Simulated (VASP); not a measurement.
# Sr2Ge2As (P-3m1) in VASP: further runs

Runs on Sr2Ge2As. Level: PBE. Tasks: single point, relaxation of cell and atoms.

All numbers are computed with VASP 6.6.1; they aren't measurements. Logs are shortened: lines on timing, memory, paths and dates and some standing lists are left out, and cuts for length are marked.

**1. The cell of the first run**

Symmetry: P-3m1, No. 164, trigonal system. Conventional cell: a = 4.291 Å, b = 4.291 Å, c = 9.424 Å, α = 90.00°, β = 90.00°, γ = 120.00°. Sr (site symmetry 3m) has 3 As at 3.05 Å and 4 Ge at 3.42 to 3.49 Å within 4.0 Å. Ge (site symmetry 3m) has 3 Ge at 2.66 Å and 4 Sr at 3.42 to 3.49 Å within 3.5 Å. As (site symmetry -3m) has 6 Sr at 3.05 Å within 4.0 Å.

**2. Single point, PBE**

The input, INCAR:

```
  ALGO = Normal
  EDIFF = 1E-7
  ENCUT = 520
  GGA = PE
  ISIF = 2
  ISMEAR = 0
  LASPH = T
  LCHARG = F
  LREAL = F
  LWAVE = F
  NBANDS = 34
  NELM = 80
  PREC = Accurate
  SIGMA = 0.1
```

The input, KPOINTS:

```
k-points
0
Gamma
  6 6 4
```

The input, POSCAR:

```
Sr2Ge2As
1.0
    4.2907363259     -0.0000000029      0.0000000000
   -2.1453681604      3.7158866607      0.0000000000
    0.0000000000      0.0000000000      9.4238768855
Sr Ge As
2 2 1
Direct
    0.3333333333      0.6666666667      0.1884575271
    0.6666666667      0.3333333333      0.8115424729
    0.3333333333      0.6666666667      0.5510963170
    0.6666666667      0.3333333333      0.4489036830
    0.0000000000      0.0000000000      0.0000000000
```

Potentials or basis: VASP PAW PBE potentials, release 64 (Sr_sv, Ge_d, As).

Started as:

```bash
$ cat potpaw_PBE.64/Sr_sv/POTCAR potpaw_PBE.64/Ge_d/POTCAR potpaw_PBE.64/As/POTCAR > POTCAR
$ mpirun -np 1 vasp_std > vasp.out
```

OUTCAR:

```text
EDIFF = 1E-7
   ENCUT = 520
   GGA = PE
   ISIF = 2
   ISMEAR = 0
   LASPH = T
   LREAL = F
   NELM = 80
   PREC = Accurate

 ion  position               nearest neighbor table
   1  0.333  0.667  0.188-   5 3.05   5 3.05   5 3.05   3 3.42   4 3.49   4 3.49   4 3.49   2 4.33
                             2 4.33   2 4.33
   2  0.667  0.333  0.812-   5 3.05   5 3.05   5 3.05   4 3.42   3 3.49   3 3.49   3 3.49   1 4.33
                             1 4.33   1 4.33
   3  0.333  0.667  0.551-   4 2.66   4 2.66   4 2.66   1 3.42   2 3.49   2 3.49   2 3.49
   4  0.667  0.333  0.449-   3 2.66   3 2.66   3 2.66   2 3.42   1 3.49   1 3.49   1 3.49
   5  0.000  0.000  0.000-   1 3.05   2 3.05   2 3.05   1 3.05   2 3.05   1 3.05

  LATTYP: Found a hexagonal cell.
 ALAT       =     4.2907363259
 C/A-ratio  =     2.1963309254

  Lattice vectors:

 A1 = (   4.2907363259,  -0.0000000029,   0.0000000000)
 A2 = (  -2.1453681604,   3.7158866607,   0.0000000000)
 A3 = (   0.0000000000,   0.0000000000,   9.4238768855)

Analysis of symmetry for initial positions (statically):
=====================================================================
 Subroutine PRICEL returns:
 Original cell was already a primitive cell.

 Routine SETGRP: Setting up the symmetry group for a
 hexagonal supercell.

 Subroutine GETGRP returns: Found 12 space group operations
 (whereof 12 operations were pure point group operations)
 out of a pool of 24 trial point group operations.

The static configuration has the point symmetry D_3d.

Analysis of symmetry for dynamics (positions and initial velocities):
=====================================================================
 Subroutine PRICEL returns:
 Original cell was already a primitive cell.

 Routine SETGRP: Setting up the symmetry group for a
 hexagonal supercell.

 Subroutine GETGRP returns: Found 12 space group operations
 (whereof 12 operations were pure point group operations)
 out of a pool of 24 trial point group operations.

The dynamic configuration has the point symmetry D_3d.

 Subroutine INISYM returns: Found 12 space group operations
 (whereof 12 operations are pure point group operations),
 and found     1 'primitive' translations

----------------------------------------------------------------------------------------

                                     Primitive cell

  volume of cell :     150.2533

  direct lattice vectors                    reciprocal lattice vectors
     4.290736326 -0.000000003  0.000000000     0.233060231  0.134557387  0.000000000
    -2.145368160  3.715886661  0.000000000     0.000000000  0.269114774  0.000000000
     0.000000000  0.000000000  9.423876886     0.000000000  0.000000000  0.106113441

  length of vectors
     4.290736326  4.290736326  9.423876886     0.269114774  0.269114774  0.106113441

  position of ions in fractional coordinates (direct lattice)
     0.333333333  0.666666667  0.188457527
     0.666666667  0.333333333  0.811542473
     0.333333333  0.666666667  0.551096317
     0.666666667  0.333333333  0.448903683
     0.000000000  0.000000000  0.000000000

  ion indices of the primitive-cell ions
   primitive index   ion index
                 1           1
                 2           2
                 3           3
                 4           4
                 5           5

----------------------------------------------------------------------------------------

 KPOINTS: k-points

Automatic generation of k-mesh.
 Grid dimensions read from file:
 generate k-points for:    6    6    4

 Generating k-lattice:

  Cartesian coordinates                     Fractional coordinates (reciprocal lattice)
     0.038843372  0.022426231  0.000000000     0.166666667  0.000000000  0.000000000
     0.000000000  0.044852462  0.000000000     0.000000000  0.166666667  0.000000000
     0.000000000  0.000000000  0.026528360     0.000000000  0.000000000  0.250000000

  Length of vectors
     0.044852462  0.044852462  0.026528360

  Shift w.r.t. Gamma in fractional coordinates (k-lattice)
     0.000000000  0.000000000  0.000000000

 Subroutine IBZKPT returns following result:
 ===========================================

 Found     24 irreducible k-points:

 Following reciprocal coordinates:
            Coordinates               Weight
  0.000000  0.000000  0.000000      1.000000
  0.166667  0.000000  0.000000      6.000000
  0.333333  0.000000  0.000000      6.000000
  0.500000  0.000000  0.000000      3.000000
  0.166667  0.166667  0.000000      6.000000
  0.333333  0.166667  0.000000     12.000000
[... 16 lines left out ...]
  0.333333  0.166667  0.500000     12.000000
  0.333333  0.333333  0.500000      2.000000
   k-points           NKPTS =     24   k-points in BZ     NKDIM =     24   number of bands    NBANDS=     34
   number of dos      NEDOS =    301   number of ions     NIONS =      5
   total plane-waves  NPLWV =  71680
   dimension x,y,z NGX =    32 NGY =   32 NGZ =   70
[... 47 lines left out ...]
  energy-cutoff  :      520.00
  volume of cell :      150.25
 maximum number of plane-waves:      4086
   NGX = 15   NGY = 15   NGZ = 35

 number of electron      52.9999985 magnetization

 Free energy of the ion-electron system (eV)
  ---------------------------------------------------
  ext. energy  EPLUGINS =         0.00000000
  ---------------------------------------------------
  free energy    TOTEN  =       -20.17876300 eV

  energy without entropy =      -20.16539454  energy(sigma->0) =      -20.17207877

 E-fermi :   2.5652     XC(G=0):  -8.9243

 val. band max:        2.5553834250   @ k =   0.1667   0.0000   0.0000
 cond. band min:       2.5659009541   @ k =   0.0000   0.1667   0.2500
 fundamental gap:      0.0105175291
 Fermi energy:         2.5651642489

 k-point     1 :       0.0000    0.0000    0.0000
  band No.  band energies     occupation
      1     -32.1158      2.00000
      2     -32.1085      2.00000
      3     -21.5223      2.00000
      4     -21.5223      2.00000
      5     -21.4801      2.00000
      6     -21.4801      2.00000
[... 26 lines left out ...]
     33       6.2911      0.00000
     34       7.2367      0.00000

 k-point     2 :       0.1667    0.0000    0.0000
  band No.  band energies     occupation
      1     -32.1128      2.00000
      2     -32.1064      2.00000
      3     -21.5255      2.00000
      4     -21.5207      2.00000
      5     -21.4748      2.00000
      6     -21.4715      2.00000
[... 26 lines left out ...]
     33       6.9165      0.00000
     34       6.9552      0.00000

 k-point     3 :       0.3333    0.0000    0.0000
  band No.  band energies     occupation
      1     -32.1065      2.00000
      2     -32.1024      2.00000
      3     -21.5295      2.00000
      4     -21.5125      2.00000
      5     -21.4682      2.00000
      6     -21.4550      2.00000
[... 26 lines left out ...]
     33       7.1654      0.00000
     34       7.8186      0.00000

 k-point     4 :       0.5000    0.0000    0.0000
  band No.  band energies     occupation
      1     -32.1031      2.00000
      2     -32.1007      2.00000
      3     -21.5307      2.00000
      4     -21.5030      2.00000
      5     -21.4704      2.00000
      6     -21.4658      2.00000
[... 26 lines left out ...]
     33       7.7797      0.00000
     34       8.5755      0.00000

 k-point     5 :       0.1667    0.1667    0.0000
  band No.  band energies     occupation
      1     -32.1082      2.00000
      2     -32.1033      2.00000
      3     -21.5313      2.00000
      4     -21.5126      2.00000
      5     -21.4665      2.00000
      6     -21.4629      2.00000
[... 621 lines left out ...]
 k-point    22 :       0.1667    0.1667    0.5000
  band No.  band energies     occupation
      1     -32.1081      2.00000
      2     -32.1034      2.00000
      3     -21.5313      2.00000
      4     -21.5126      2.00000
      5     -21.4665      2.00000
      6     -21.4629      2.00000
[... 26 lines left out ...]
     33       7.1464      0.00000
     34       7.3628      0.00000

 k-point    23 :       0.3333    0.1667    0.5000
  band No.  band energies     occupation
      1     -32.1031      2.00000
      2     -32.1007      2.00000
      3     -21.5359      2.00000
      4     -21.4976      2.00000
      5     -21.4688      2.00000
      6     -21.4588      2.00000
[... 26 lines left out ...]
     33       7.3211      0.00000
     34       7.6874      0.00000

 k-point    24 :       0.3333    0.3333    0.5000
  band No.  band energies     occupation
      1     -32.1006      2.00000
      2     -32.1006      2.00000
      3     -21.5401      2.00000
      4     -21.4806      2.00000
      5     -21.4806      2.00000
      6     -21.4426      2.00000
[... 26 lines left out ...]
     33       7.4091      0.00000
     34       7.8497      0.00000

------------------------ aborting loop because EDIFF is reached ----------------------------------------

  FORCE on cell =-STRESS in cart. coord.  units (eV):
  Direction    XX          YY          ZZ          XY          YZ          ZX
  --------------------------------------------------------------------------------------
  -------------------------------------------------------------------------------------
  Total        0.1002052      0.1002052      0.0997764      0.0000000      0.0000000      0.0000000
  in kB        1.0685060      1.0685060      1.0639331      0.0000000      0.0000000      0.0000000
  external PRESSURE =       1.0669817 kB  Pullay stress =       0.0000000 kB

 VOLUME and BASIS-vectors are now :
 -----------------------------------------------------------------------------
  energy-cutoff  :      520.00
  volume of cell :      150.25
      direct lattice vectors                 reciprocal lattice vectors
     4.290736326 -0.000000003  0.000000000     0.233060231  0.134557387  0.000000000
    -2.145368160  3.715886661  0.000000000     0.000000000  0.269114774  0.000000000
     0.000000000  0.000000000  9.423876886     0.000000000  0.000000000  0.106113441

 POSITION                                       TOTAL-FORCE (eV/Angst)
 -----------------------------------------------------------------------------------
      0.00000      2.47726      1.77600         0.000000      0.000000      0.037006
      2.14537      1.23863      7.64788        -0.000000      0.000000     -0.037006
      0.00000      2.47726      5.19346         0.000000     -0.000000     -0.027651
      2.14537      1.23863      4.23041        -0.000000      0.000000      0.027651
      0.00000      0.00000      0.00000         0.000000      0.000000      0.000000
 -----------------------------------------------------------------------------------
    total drift:                               -0.000000      0.000000      0.000000

  FREE ENERGIE OF THE ION-ELECTRON SYSTEM (eV)
  ---------------------------------------------------
  free  energy   TOTEN  =       -20.1787629962 eV

  energy  without entropy=      -20.1653945367  energy(sigma->0) =      -20.17207877
```

Wall time 1.7 min (1 thread of Intel Xeon Platinum 8559C (Emerald Rapids), shared host); peak memory 0.32 GiB.

Results:

* Free energy: -20.1788 eV
* Pressure: 0.1 GPa
* Largest force: 0.037 eV/Å

Forces on the atoms (eV/Å):
```
Sr   0.000  0.000  0.037
Sr   0.000  0.000 -0.037
Ge   0.000  0.000 -0.028
Ge   0.000  0.000  0.028
As   0.000  0.000  0.000
```

**3. Single point, PBE**

This run uses another cell than the first one, of 22.76 Å³/atom, 0.757 times its volume.

The input, INCAR:

```
SYSTEM = Sr2Ge2As
PREC = Accurate ; ENCUT = 520
EDIFF = 1E-6 ; ISMEAR = 0
SIGMA = 0.1 ; LREAL = .FALSE.
LASPH = .TRUE. ; NELM = 100
ALGO = Normal ; ISIF = 2
LWAVE = .FALSE. ; LCHARG = .TRUE.
GGA = PE ; LELF = .TRUE.
LVHAR = .TRUE. ; NBANDS = 34
```

The input, KPOINTS:

```
regular mesh
0
G
  6 6 4
  0 0 0
```

The input, POSCAR:

```
Sr2Ge2As
1.0
    4.2155311300      0.0000000000      0.0000000000
   -2.1077655600      3.6507570500      0.0000000000
    0.0000000000      0.0000000000      7.3932153800
Sr Ge As
2 2 1
Direct
    0.3333333300      0.6666666700      0.2899999900
    0.6666666700      0.3333333300      0.7100000100
    0.3333333300      0.6666666700      0.6200000000
    0.6666666700      0.3333333300      0.3800000000
    0.0000000000      0.0000000000      0.0000000000
```

Potentials or basis: VASP PAW PBE potentials, release 64 (Sr_sv, Ge_d, As).

Started as:

```bash
$ cat potpaw_PBE.64/Sr_sv/POTCAR potpaw_PBE.64/Ge_d/POTCAR potpaw_PBE.64/As/POTCAR > POTCAR
$ mpirun -np 1 vasp_std > vasp.out
```

Run time: 68 s. Hardware: 1 thread of Intel Xeon Platinum 8559C (Emerald Rapids), shared host; peak memory 0.27 GiB.

It converged, with:

```yaml
Free_energy: -10.6568 eV
Pressure: 30.1 GPa
Largest_force: 8.097 eV/Å
```

Forces in eV/Å, atoms in the order of the input:
```
Sr   0.000  0.000 -8.097
Sr   0.000  0.000  8.097
Ge   0.000  0.000  0.485
Ge   0.000  0.000 -0.485
As   0.000  0.000  0.000
```

Stress tensor (GPa, compression positive):
```
31.12  0.00  0.00
 0.00 31.12  0.00
 0.00  0.00 27.96
```

Levels at points of the mesh, in eV from the Fermi level:
| k point | band 24 | band 25 | band 26 | band 27 | band 28 | band 29 | band 30 | band 31 |
| --- | --- | --- | --- | --- | --- | --- | --- | --- |
| (0.00, 0.00, 0.00) | -1.28 | -1.22 | -0.82 | -0.82 | 1.12 | 1.12 | 3.51 | 3.56 |
| (0.50, 0.00, 0.00) | -1.60 | -1.24 | -0.13 | -0.03 | 1.19 | 1.74 | 2.59 | 4.17 |
| (0.00, 0.00, 0.50) | -1.60 | -0.43 | -0.43 | 0.57 | 1.10 | 1.10 | 1.85 | 4.20 |
| (0.50, 0.00, 0.50) | -1.13 | -0.89 | -0.64 | -0.20 | 0.53 | 2.56 | 2.64 | 4.64 |

Caveat: forces of over 1 eV/Å act on the atoms, so gaps and moduli don't describe the material at rest.

**4. Relaxation of cell and atoms, PBE**

This run uses another cell than the first one, of 22.76 Å³/atom, 0.757 times its volume.

The input, INCAR:

```
PREC     = Accurate       # precision mode
ENCUT    = 600            # plane-wave cutoff, eV
EDIFF    = 1E-6           # SCF threshold, eV
ISMEAR   = 0              # smearing method
SIGMA    = 0.1            # smearing width, eV
LREAL    = False          # projectors in reciprocal space
LASPH    = True           # aspherical terms in the spheres
NELM     = 60             # most SCF steps
ALGO     = Normal         # electronic algorithm
ISIF     = 3              # what is computed and relaxed
LWAVE    = False          # write WAVECAR
LCHARG   = False          # write CHGCAR
GGA      = PE             # functional
IBRION   = 2              # ionic algorithm
NSW      = 90             # ionic steps
EDIFFG   = -0.04          # ionic threshold
```

The input, KPOINTS:

```
regular mesh
0
Gamma
  6 6 4
```

POSCAR is that of step 3.

Started as:

```bash
$ cat potpaw_PBE.64/Sr_sv/POTCAR potpaw_PBE.64/Ge_d/POTCAR potpaw_PBE.64/As/POTCAR > POTCAR
$ mpirun -np 1 vasp_std > vasp.out
```

Run time: 22 min. Hardware: 1 thread of Intel Xeon Platinum 8559C (Emerald Rapids), shared host; peak memory 0.34 GiB.

It converged, with:

* Free energy: -20.1669 eV
* Relaxed volume: 30.00 Å³/atom
* Relaxed cell: a = 4.287 Å, b = 4.287 Å, c = 9.425 Å, α = 90.00°, β = 90.00°, γ = 120.00°
* Space group after relaxing (to 0.05 Å): P-3m1 (No. 164)
* Energy gained by relaxing: 1901.9 meV/atom
* Ionic steps: 22
* Pressure after relaxing: 0.0 GPa
* Largest force after relaxing: 0.038 eV/Å

Forces in eV/Å, atoms in the order of the input:
```
Sr   0.000  0.000 -0.038
Sr   0.000  0.000  0.038
Ge   0.000  0.000 -0.009
Ge   0.000  0.000  0.009
As   0.000  0.000  0.000
```

Step by step:
```tsv
step	energy change (eV)	largest force (eV/Å)	pressure (GPa)	volume (Å³)
1	0.0000	8.0958	30.08	113.78
2	-5.9072	1.4368	-4.50	199.62
3	-6.1592	1.7803	-1.90	175.32
4	-6.8148	1.8318	-1.77	168.90
5	-7.4878	2.0074	1.37	149.64
6	-7.7805	1.3942	1.58	147.89
7	-8.0578	0.4390	2.82	144.08
8	-8.2852	0.1593	1.32	148.71
9	-8.5470	0.8925	-1.64	160.74
10	-8.5523	0.9882	-2.03	162.75
11	-8.7731	1.0812	-1.63	160.21
12	-9.2290	1.1797	0.00	151.08
13	-9.2561	0.9832	1.12	145.82
14	-9.2660	1.0707	0.71	147.50
15	-9.4280	0.5934	0.00	149.28
16	-9.4690	0.2195	-0.38	150.48
17	-9.4702	0.1422	-0.42	150.71
18	-9.5044	0.0409	0.47	148.31
19	-9.5048	0.0318	0.53	148.02
20	-9.5094	0.0592	-0.12	150.64
21	-9.5097	0.0417	-0.02	150.13
22	-9.5097	0.0379	0.05	150.01
```

Final structure:
```
Sr Ge As
1.0
     4.28701    0.00000    0.00000
    -2.14351    3.71266    0.00000
     0.00000    0.00000    9.42516
Sr Ge As
2 2 1
Cartesian
  0.0000 2.4751 1.7915
  2.1435 1.2376 7.6336
  0.0000 2.4751 5.1936
  2.1435 1.2376 4.2315
  0.0000 0.0000 0.0000
```

Levels at points of the mesh, in eV from the Fermi level:
| k point | band 23 | band 24 | band 25 | band 26 | band 27 | band 28 | band 29 | band 30 | band 31 |
| --- | --- | --- | --- | --- | --- | --- | --- | --- | --- |
| (0.00, 0.00, 0.00) | -0.38 | -0.38 | -0.01 | 0.03 | 0.04 | 0.04 | 3.01 | 3.01 | 3.64 |
| (0.50, 0.00, 0.00) | -1.98 | -1.64 | -0.94 | -0.72 | -0.18 | 0.78 | 2.09 | 3.16 | 3.71 |
| (0.00, 0.00, 0.50) | -0.49 | -0.49 | -0.19 | 0.23 | 0.23 | 1.58 | 2.37 | 2.64 | 2.64 |
| (0.50, 0.00, 0.50) | -1.62 | -1.43 | -0.80 | -0.76 | -0.23 | 0.97 | 1.33 | 3.97 | 4.00 |

Caveat: the volume moved by over 15 % at a fixed basis, so the end points are rough.

**5. Single point, PBE**

This run uses another cell than the first one, of 29.98 Å³/atom, 0.998 times its volume.

The input, INCAR:

```
SYSTEM = Sr2Ge2As
PREC = Accurate ; ENCUT = 520
EDIFF = 1E-6 ; ISMEAR = 0
SIGMA = 0.1 ; LREAL = .False.
LASPH = .True. ; NELM = 80
ALGO = Normal ; ISIF = 2
LWAVE = .False. ; LCHARG = .False.
GGA = PE ; NBANDS = 34
```

The input, KPOINTS:

```
regular mesh
0
Gamma
  12 12 4
  0 0 0
```

The input, POSCAR:

```
Sr2Ge2As
1.0
    4.2814941200      0.0000000000      0.0000000000
   -2.1407470600      3.7078826741      0.0000000000
    0.0000000000      0.0000000000      9.4409522208
Sr Ge As
2 2 1
Direct
    0.3333333333      0.6666666667      0.1882383264
    0.6666666667      0.3333333333      0.8117616736
    0.3333333333      0.6666666667      0.5514251985
    0.6666666667      0.3333333333      0.4485748015
    0.0000000000      0.0000000000      0.0000000000
```

Started as:

```bash
$ cat potpaw_PBE.64/Sr_sv/POTCAR potpaw_PBE.64/Ge_d/POTCAR potpaw_PBE.64/As/POTCAR > POTCAR
$ mpirun -np 1 vasp_std > vasp.out
```

Wall time 4.7 min (1 thread of Intel Xeon Platinum 8559C (Emerald Rapids), shared host); peak memory 0.49 GiB.

Results (log left out):

```
Free energy   : -20.1972 eV
Pressure      : 0.1 GPa
Largest force : 0.017 eV/Å
```

Forces in eV/Å, atoms in the order of the input:
```
Sr   0.000  0.000  0.017
Sr   0.000  0.000 -0.017
Ge   0.000  0.000  0.003
Ge   0.000  0.000 -0.003
As   0.000  0.000  0.000
```

Levels at points of the mesh, in eV from the Fermi level:
```csv
k point,band 24,band 25,band 26,band 27,band 28,band 29,band 30,band 31
"(0.00, 0.00, 0.00)",-0.38,0.01,0.04,0.06,0.06,3.02,3.02,3.66
"(0.50, 0.00, 0.00)",-1.64,-0.91,-0.74,-0.16,0.79,2.08,3.20,3.71
"(0.00, 0.00, 0.50)",-0.48,-0.18,0.24,0.24,1.57,2.38,2.66,2.66
"(0.50, 0.00, 0.50)",-1.42,-0.78,-0.77,-0.21,0.98,1.34,3.97,3.97
```

**6. Summary**

| task | cell | k mesh | cutoff (eV) | gap on the mesh (eV) | pressure (GPa) | largest force (eV/Å) |
| --- | --- | --- | --- | --- | --- | --- |
| single point | a = 4.291, b = 4.291, c = 9.424 Å, angles 90.0, 90.0, 120.0°, 5 atoms | 6 × 6 × 4 | 520 | none | 0.1 | 0.04 |
| single point | a = 4.216, b = 4.216, c = 7.393 Å, angles 90.0, 90.0, 120.0°, 5 atoms | 6 × 6 × 4 | 520 | none | 30.1 | 8.10 |
| relaxation of cell and atoms | relaxed from a = 4.216, b = 4.216, c = 7.393 Å, angles 90.0, 90.0, 120.0°, 5 atoms | 6 × 6 × 4 | 600 | none | 0.0 | 0.04 |
| single point | a = 4.281, b = 4.281, c = 9.441 Å, angles 90.0, 90.0, 120.0°, 5 atoms | 12 × 12 × 4 | 520 | none | 0.1 | 0.02 |

Alike in all rows: level PBE; potentials or basis VASP PAW PBE potentials, release 64 (Sr_sv, Ge_d, As); no spin polarisation; smearing gaussian 0.1 eV.

Caveats: forces of over 1 eV/Å act on the atoms, so gaps and moduli don't describe the material at rest (some runs); the volume moved by over 15 % at a fixed basis, so the end points are rough (some runs).

Absolute energies hang on the potentials; compare differences alone.
